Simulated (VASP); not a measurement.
# WS2 (Tungstenite) (P6_3/mmc) in VASP: a series of runs

The runs below take WS2 (Tungstenite) through single point, with PBEsol, LDA, BLYP+D3(BJ), BLYP+D4, revPBE.

Everything below comes from runs of VASP 6.6.1. Logs are shortened: lines on timing, memory, paths and dates and some standing lists are left out, and cuts for length are marked.

### 1 The cell of the first run

Symmetry: P6_3/mmc, No. 194, hexagonal system. The conventional cell has a = 3.180 Å, b = 3.180 Å, c = 12.500 Å, α = 90.00°, β = 90.00°, γ = 120.00°. Within 3.2 Å of W (site symmetry -6m2) lie 6 S at 2.41 Å and 6 W at 3.18 Å. S (site symmetry 3m) has 3 W at 2.41 Å and 7 S at 3.12 to 3.18 Å within 3.2 Å.

### 2 Single point, PBEsol

The input, INCAR:

```
  ALGO = Normal
  EDIFF = 1E-6
  ENCUT = 520
  GGA = PS
  ISIF = 2
  ISMEAR = -1
  LASPH = True
  LCHARG = False
  LREAL = False
  LWAVE = False
  NBANDS = 35
  NELM = 60
  PREC = Accurate
  SIGMA = 0.05
```

The input, KPOINTS:

```
k-points
0
Gamma
  10 10 3
```

The input, POSCAR:

```
WS2
1.0
    3.1800000000      0.0000000000      0.0000000000
   -1.5900000000      2.7539607840      0.0000000000
    0.0000000000      0.0000000000     12.5000000000
W S
2 4
Direct
    0.6666666667      0.3333333333      0.7500000000
    0.3333333333      0.6666666667      0.2500000000
    0.6666666667      0.3333333333      0.3750000000
    0.3333333333      0.6666666667      0.8750000000
    0.6666666667      0.3333333333      0.1250000000
    0.3333333333      0.6666666667      0.6250000000
```

Potentials or basis: VASP PAW PBE potentials, release 64 (W_sv, S).

On the command line:

```sh
cat potpaw_PBE.64/W_sv/POTCAR potpaw_PBE.64/S/POTCAR > POTCAR
mpirun -np 1 vasp_std > vasp.out
```

OUTCAR:

```text
EDIFF = 1E-6
   ENCUT = 520
   GGA = PS
   ISIF = 2
   ISMEAR = -1
   LASPH = True
   LREAL = False
   NELM = 60
   PREC = Accurate

 ion  position               nearest neighbor table
   1  0.667  0.333  0.750-   4 2.41   6 2.41   4 2.41   6 2.41   4 2.41   6 2.41
   2  0.333  0.667  0.250-   3 2.41   5 2.41   3 2.41   5 2.41   3 2.41   5 2.41
   3  0.667  0.333  0.375-   2 2.41   2 2.41   2 2.41
   4  0.333  0.667  0.875-   1 2.41   1 2.41   1 2.41
   5  0.667  0.333  0.125-   2 2.41   2 2.41   2 2.41
   6  0.333  0.667  0.625-   1 2.41   1 2.41   1 2.41

  LATTYP: Found a hexagonal cell.
 ALAT       =     3.1800000000
 C/A-ratio  =     3.9308176101

  Lattice vectors:

 A1 = (   3.1800000000,   0.0000000000,   0.0000000000)
 A2 = (  -1.5900000000,   2.7539607840,   0.0000000000)
 A3 = (   0.0000000000,   0.0000000000,  12.5000000000)

Analysis of symmetry for initial positions (statically):
=====================================================================
 Subroutine PRICEL returns:
 Original cell was already a primitive cell.

 Routine SETGRP: Setting up the symmetry group for a
 hexagonal supercell.

 Subroutine GETGRP returns: Found 24 space group operations
 (whereof 12 operations were pure point group operations)
 out of a pool of 24 trial point group operations.

The static configuration has the point symmetry D_3d.
 The point group associated with its full space group is D_6h.

Analysis of symmetry for dynamics (positions and initial velocities):
=====================================================================
 Subroutine PRICEL returns:
 Original cell was already a primitive cell.

 Routine SETGRP: Setting up the symmetry group for a
 hexagonal supercell.

 Subroutine GETGRP returns: Found 24 space group operations
 (whereof 12 operations were pure point group operations)
 out of a pool of 24 trial point group operations.

The dynamic configuration has the point symmetry D_3d.
 The point group associated with its full space group is D_6h.

 Subroutine INISYM returns: Found 24 space group operations
 (whereof 12 operations are pure point group operations),
 and found     1 'primitive' translations

----------------------------------------------------------------------------------------

                                     Primitive cell

  volume of cell :     109.4699

  direct lattice vectors                    reciprocal lattice vectors
     3.180000000  0.000000000  0.000000000     0.314465409  0.181556688  0.000000000
    -1.590000000  2.753960784  0.000000000     0.000000000  0.363113377  0.000000000
     0.000000000  0.000000000 12.500000000     0.000000000  0.000000000  0.080000000

  length of vectors
     3.180000000  3.180000000 12.500000000     0.363113377  0.363113377  0.080000000

  position of ions in fractional coordinates (direct lattice)
     0.666666667  0.333333333  0.750000000
     0.333333333  0.666666667  0.250000000
     0.666666667  0.333333333  0.375000000
     0.333333333  0.666666667  0.875000000
     0.666666667  0.333333333  0.125000000
     0.333333333  0.666666667  0.625000000

  ion indices of the primitive-cell ions
   primitive index   ion index
                 1           1
                 2           2
                 3           3
                 4           4
                 5           5
                 6           6

----------------------------------------------------------------------------------------

 KPOINTS: k-points

Automatic generation of k-mesh.
 Grid dimensions read from file:
 generate k-points for:   10   10    3

 Generating k-lattice:

  Cartesian coordinates                     Fractional coordinates (reciprocal lattice)
     0.031446541  0.018155669  0.000000000     0.100000000  0.000000000  0.000000000
     0.000000000  0.036311338  0.000000000     0.000000000  0.100000000  0.000000000
     0.000000000  0.000000000  0.026666667     0.000000000  0.000000000  0.333333333

  Length of vectors
     0.036311338  0.036311338  0.026666667

  Shift w.r.t. Gamma in fractional coordinates (k-lattice)
     0.000000000  0.000000000  0.000000000

 Subroutine IBZKPT returns following result:
 ===========================================

 Found     28 irreducible k-points:

 Following reciprocal coordinates:
            Coordinates               Weight
  0.000000  0.000000  0.000000      1.000000
  0.100000  0.000000  0.000000      6.000000
  0.200000  0.000000  0.000000      6.000000
  0.300000 -0.000000  0.000000      6.000000
  0.400000  0.000000  0.000000      6.000000
  0.500000  0.000000  0.000000      3.000000
[... 16 lines left out ...]
  0.300000  0.100000  0.333333     24.000000
  0.400000  0.100000  0.333333     24.000000
 [... further k-points ...]
   k-points           NKPTS =     28   k-points in BZ     NKDIM =     28   number of bands    NBANDS=     35
   number of dos      NEDOS =    301   number of ions     NIONS =      6
   total plane-waves  NPLWV =  55296
   dimension x,y,z NGX =    24 NGY =   24 NGZ =   96
   dimension x,y,z NGXF=    48 NGYF=   48 NGZF=  192
   ions per type =               2   4
   NGX,Y,Z   is equivalent  to a cutoff of  12.55, 12.55, 12.77 a.u.
   NGXF,Y,Z  is equivalent  to a cutoff of  25.09, 25.09, 25.54 a.u.
 SYSTEM =  unknown system
   PREC   = accura    normal or accurate (medium, high low for compatibility)
   ISTART =      0    job   : 0-new  1-cont  2-samecut
   ICHARG =      2    charge: 1-file 2-atom 10-const
   ISPIN  =      1    spin polarized calculation?
   LNONCOLLINEAR =      F non collinear calculations
   LSORBIT =      F    spin-orbit coupling
   LASPH  =      T    aspherical Exc in radial PAW
   ENCUT  =  520.0 eV  38.22 Ry    6.18 a.u.   5.91  5.91 23.24*2*pi/ulx,y,z
   NELM   =     60;   NELMIN=  2; NELMDL= -5     # of ELM steps
   EDIFF  = 0.1E-05   stopping-criterion for ELM
   LREAL  =      F    real-space projection
   EDIFFG = 0.1E-04   stopping-criterion for IOM
   NSW    =      0    number of steps for IOM
   IBRION =     -1    ionic relax: 0-MD 1-quasi-New 2-CG
   NFREE  =      0    steps in history (QN), initial steepest desc. (CG)
   ISIF   =      2    stress and relaxation
   ISYM   =      2    0-nonsym 1-usesym 2-fastsym
   POTIM  = 0.5000    time-step for ionic-motion
   TEBEG  =    0.0;   TEEND  =   0.0 temperature during run
   PSTRESS=    0.0 pullay stress
   NELECT =      52.0000    total number of electrons
   NUPDOWN=      -1.0000    fix difference up-down
   EMIN   =  10.00;   EMAX   =-10.00  energy-range for DOS
   EFERMI =   0.00;   METHOD = LEGACY
   ISMEAR =    -1;   SIGMA  =   0.05  broadening in eV -4-tet -1-fermi 0-gaus
   EFERMI_NEDOS =   21; number of points for ismear=-14 and -15
   IALGO  =     38    algorithm
   IMIX   =      4    mixing-type and parameters
     AMIX     =   0.40;   BMIX     =  1.00
     AMIX_MAG =   1.60;   BMIX_MAG =  1.00
  volume/ion in A,a.u.               =      18.24       123.12
  Fermi-wavevector in a.u.,A,eV,Ry     =   1.277353  2.413847 22.199688  1.631631
  Thomas-Fermi vector in A             =   2.409958
   LORBIT       =      0    0 simple, 1 ext, 2 COOP (PROOUT), +10 PAW based schemes
   GGA     = PS    functional components
   LHFCALC =     F    Hartree Fock is set to
   AEXX    =    0.0000 exact exchange contribution
   IVDW    =     0    specifies the selected vdW correction
   LEPSILON=     F    determine dielectric tensor
   LRPA    =     F    only Hartree local field effects (RPA)
 non-spin polarized calculation
  energy-cutoff  :      520.00
  volume of cell :      109.47
 maximum number of plane-waves:      2976
 NGX is ok and might be reduce to    24
   NGX = 11   NGY = 11   NGZ = 47

 number of electron      52.0000006 magnetization

 Free energy of the ion-electron system (eV)
  ---------------------------------------------------
  ext. energy  EPLUGINS =         0.00000000
  ---------------------------------------------------
  free energy    TOTEN  =       -50.53045171 eV

  energy without entropy =      -50.53045116  energy(sigma->0) =      -50.53045144

 E-fermi :   7.5118     XC(G=0): -10.9464

 val. band max:        7.0232511366   @ k =   0.0000   0.0000   0.0000
 cond. band min:       8.1133493093   @ k =   0.2000   0.2000   0.0000
 fundamental gap:      1.0900981727
 Fermi energy:         7.5117942876

 k-point     1 :       0.0000    0.0000    0.0000
  band No.  band energies     occupation
      1     -67.5653      2.00000
      2     -67.5653      2.00000
      3     -31.8130      2.00000
      4     -31.8130      2.00000
      5     -31.6568      2.00000
      6     -31.6568      2.00000
[... 27 lines left out ...]
     34       9.5469      0.00000
     35      11.5727      0.00000

 k-point     2 :       0.1000    0.0000    0.0000
  band No.  band energies     occupation
      1     -67.5637      2.00000
      2     -67.5636      2.00000
      3     -31.8070      2.00000
      4     -31.8070      2.00000
      5     -31.6899      2.00000
      6     -31.6899      2.00000
[... 27 lines left out ...]
     34       9.6112      0.00000
     35      12.3201      0.00000

 k-point     3 :       0.2000    0.0000    0.0000
  band No.  band energies     occupation
      1     -67.5594      2.00000
      2     -67.5594      2.00000
      3     -31.7914      2.00000
      4     -31.7914      2.00000
      5     -31.7757      2.00000
      6     -31.7757      2.00000
[... 27 lines left out ...]
     34      10.2868      0.00000
     35      13.5116      0.00000
[... 723 lines left out ...]
 k-point    23 :       0.3000    0.1000    0.3333
  band No.  band energies     occupation
      1     -67.5512      2.00000
      2     -67.5512      2.00000
      3     -31.9238      2.00000
      4     -31.9238      2.00000
      5     -31.7612      2.00000
      6     -31.7612      2.00000
[... 27 lines left out ...]
     34      11.2291      0.00000
     35      12.9294      0.00000

 k-point    24 :       0.4000    0.1000    0.3333
  band No.  band energies     occupation
      1     -67.5482      2.00000
      2     -67.5482      2.00000
      3     -31.9772      2.00000
      4     -31.9772      2.00000
      5     -31.7548      2.00000
      6     -31.7548      2.00000
[... 27 lines left out ...]
     34      11.0493      0.00000
     35      11.8942      0.00000

 [... further k-points ...]
[... 5 lines left out ...]
  --------------------------------------------------------------------------------------
  -------------------------------------------------------------------------------------
  Total       -2.3317804     -2.3317804     -0.6569360      0.0000000      0.0000000      0.0000000
  in kB      -34.1274114    -34.1274114     -9.6147666      0.0000000      0.0000000      0.0000000
  external PRESSURE =     -25.9565298 kB  Pullay stress =       0.0000000 kB

 VOLUME and BASIS-vectors are now :
 -----------------------------------------------------------------------------
  energy-cutoff  :      520.00
  volume of cell :      109.47
      direct lattice vectors                 reciprocal lattice vectors
     3.180000000  0.000000000  0.000000000     0.314465409  0.181556688  0.000000000
    -1.590000000  2.753960784  0.000000000     0.000000000  0.363113377  0.000000000
     0.000000000  0.000000000 12.500000000     0.000000000  0.000000000  0.080000000

 POSITION                                       TOTAL-FORCE (eV/Angst)
 -----------------------------------------------------------------------------------
      1.59000      0.91799      9.37500        -0.000000      0.000000      0.000000
     -0.00000      1.83597      3.12500         0.000000     -0.000000      0.000000
      1.59000      0.91799      4.68750        -0.000000      0.000000     -0.133698
     -0.00000      1.83597     10.93750         0.000000     -0.000000     -0.133698
      1.59000      0.91799      1.56250        -0.000000      0.000000      0.133698
     -0.00000      1.83597      7.81250         0.000000     -0.000000      0.133698
 -----------------------------------------------------------------------------------
    total drift:                               -0.000000      0.000000     -0.000000

  FREE ENERGIE OF THE ION-ELECTRON SYSTEM (eV)
  ---------------------------------------------------
  free  energy   TOTEN  =       -50.5304517148 eV

  energy  without entropy=      -50.5304511641  energy(sigma->0) =      -50.53045144
```

It took 72 s on 1 thread of Intel Xeon Platinum 8488C (Sapphire Rapids), shared host; peak memory 0.26 GiB.

Results:

| Property | Result |
| --- | --- |
| Free energy | -50.5305 eV |
| Pressure | -2.6 GPa |
| Largest force | 0.134 eV/Å |
| Band gap on the k mesh | 1.09 eV, indirect (least direct gap 2.08 eV) |

Forces on the atoms (eV/Å):
```
W    0.000  0.000  0.000
W    0.000  0.000  0.000
S    0.000  0.000 -0.134
S    0.000  0.000 -0.134
S    0.000  0.000  0.134
S    0.000  0.000  0.134
```

Stress tensor (GPa, compression positive):
```
-3.41  0.00  0.00
 0.00 -3.41  0.00
 0.00  0.00 -0.96
```

Levels at points of the mesh, in eV from the valence-band top:
| k point | band 24 | band 25 | band 26 | band 27 | band 28 | band 29 |
| --- | --- | --- | --- | --- | --- | --- |
| (0.00, 0.00, 0.00) | -1.55 | -1.12 | 0.00 | 2.25 | 2.25 | 2.26 |
| (0.50, 0.00, 0.00) | -1.82 | -1.68 | -1.51 | 2.20 | 2.24 | 2.54 |

Caveat: the PAW data sets were made with another functional, which shifts forces and pressure a little; spin-orbit coupling is left out, which moves the levels of the heavy elements; this functional lacks dispersion, which binds the layers, so the pressure and a relaxed spacing across them are unreliable.

### 3 Single point, LDA

This run uses another cell than the first one, of 17.16 Å³/atom, 0.941 times its volume.

The input, INCAR:

```
SYSTEM = WS2
  PREC = Accurate
  ENCUT = 520
  EDIFF = 1E-6
  ISMEAR = -1
  SIGMA = 0.05
  LREAL = .False.
  LASPH = .True.
  NELM = 60
  ALGO = Normal
  ISIF = 2
  LWAVE = .False.
  LCHARG = .False.
  NBANDS = 35
```

The input, KPOINTS:

```
Automatic mesh
0
Gamma
  10 10 3
  0 0 0
```

The input, POSCAR:

```
WS2
1.0
    3.1268480822      0.0000000000      0.0000000000
   -1.5634240411      2.7079298730      0.0000000000
    0.0000000000      0.0000000000     12.1593849395
W S
2 4
Direct
    0.6666666667      0.3333333333      0.7500000000
    0.3333333333      0.6666666667      0.2500000000
    0.6666666667      0.3333333333      0.3784602299
    0.3333333333      0.6666666667      0.8784602299
    0.6666666667      0.3333333333      0.1215397701
    0.3333333333      0.6666666667      0.6215397701
```

Potentials or basis: VASP PAW LDA potentials, release 64 (W_sv, S).

On the command line:

```sh
cat potpaw_LDA.64/W_sv/POTCAR potpaw_LDA.64/S/POTCAR > POTCAR
mpirun -np 1 vasp_std > vasp.out
```

Wall time 63 s (1 thread of Intel Xeon 6975P-C (Granite Rapids), shared host); peak memory 0.22 GiB.

It converged, with:

* Free energy: -52.5262 eV
* Pressure: 0.4 GPa
* Largest force: 0.048 eV/Å
* Band gap on the k mesh: 0.92 eV, indirect (least direct gap 2.22 eV)

Forces on the atoms (eV/Å):
```
W    0.000  0.000  0.000
W    0.000  0.000  0.000
S    0.000  0.000  0.048
S    0.000  0.000  0.048
S    0.000  0.000 -0.048
S    0.000  0.000 -0.048
```

Levels at points of the mesh, in eV from the valence-band top:
| k point | band 23 | band 24 | band 25 | band 26 | band 27 | band 28 | band 29 | band 30 |
| --- | --- | --- | --- | --- | --- | --- | --- | --- |
| (0.00, 0.00, 0.00) | -2.24 | -1.45 | -1.40 | 0.00 | 2.32 | 2.32 | 2.33 | 2.33 |
| (0.50, 0.00, 0.00) | -1.97 | -1.78 | -1.73 | -1.59 | 2.33 | 2.38 | 2.55 | 2.94 |

Caveat: spin-orbit coupling is left out, which moves the levels of the heavy elements. A k mesh can miss the band edges.

### 4 Single point, BLYP+D3(BJ)

This run uses another cell than the first one, of 17.28 Å³/atom, 0.947 times its volume.

The input, INCAR:

```
SYSTEM = WS2
PREC = Accurate ; ENCUT = 520
EDIFF = 1E-6 ; ISMEAR = -1
SIGMA = 0.05 ; LREAL = .FALSE.
LASPH = .TRUE. ; NELM = 100
ALGO = Normal ; ISIF = 2
LWAVE = .FALSE. ; LCHARG = .TRUE.
GGA = B5 ; ALDAX = 1.0
AGGAX = 1.0 ; AGGAC = 1.0
ALDAC = 0.0 ; IVDW = 12
VDW_S6 = 1.0 ; VDW_S8 = 2.6996
VDW_A1 = 0.4298 ; VDW_A2 = 4.2359
LELF = .TRUE. ; LVHAR = .TRUE.
NBANDS = 35
```

The input, KPOINTS:

```
Automatic mesh
0
G
  10 10 3
  0 0 0
```

The input, POSCAR:

```
WS2
1.0
    3.1810364987      0.0000000000      0.0000000000
   -1.5905182493      2.7548584182      0.0000000000
    0.0000000000      0.0000000000     11.8300322556
W S
2 4
Direct
    0.6666666667      0.3333333333      0.7500000000
    0.3333333333      0.6666666667      0.2500000000
    0.6666666667      0.3333333333      0.3833059621
    0.3333333333      0.6666666667      0.8833059621
    0.6666666667      0.3333333333      0.1166940379
    0.3333333333      0.6666666667      0.6166940379
```

Potentials or basis: VASP PAW PBE potentials, release 64 (W_sv, S).

On the command line:

```sh
cat potpaw_PBE.64/W_sv/POTCAR potpaw_PBE.64/S/POTCAR > POTCAR
mpirun -np 1 vasp_std > vasp.out
```

Wall time 1.7 min (1 thread of Intel Xeon 6975P-C (Granite Rapids), shared host); peak memory 0.27 GiB.

The run converged. Its results:

```
Free energy                : -47.3152 eV
Pressure                   : 0.3 GPa
Largest force              : 0.039 eV/Å
Band gap on the k mesh     : 0.85 eV, indirect (least direct gap 1.99 eV)
Dispersion energy per atom : -0.985 eV
```

Forces in eV/Å, atoms in the order of the input:
```
W    0.000  0.000  0.000
W    0.000  0.000  0.000
S    0.000  0.000  0.039
S    0.000  0.000  0.039
S    0.000  0.000 -0.039
S    0.000  0.000 -0.039
```

Levels at points of the mesh, in eV from the valence-band top:
| k point | band 22 | band 23 | band 24 | band 25 | band 26 | band 27 | band 28 | band 29 | band 30 | band 31 |
| --- | --- | --- | --- | --- | --- | --- | --- | --- | --- | --- |
| (0.00, 0.00, 0.00) | -2.35 | -2.35 | -1.30 | -1.20 | 0.00 | 1.99 | 1.99 | 2.06 | 2.06 | 2.08 |
| (0.50, 0.00, 0.00) | -2.79 | -2.23 | -1.88 | -1.81 | -1.53 | 1.99 | 2.06 | 2.31 | 2.62 | 2.94 |

Caveat: the PAW data sets were made with another functional, which shifts forces and pressure a little; spin-orbit coupling is left out, which moves the levels of the heavy elements. A k mesh can miss the band edges.

(Continued in part 2 of 2.)
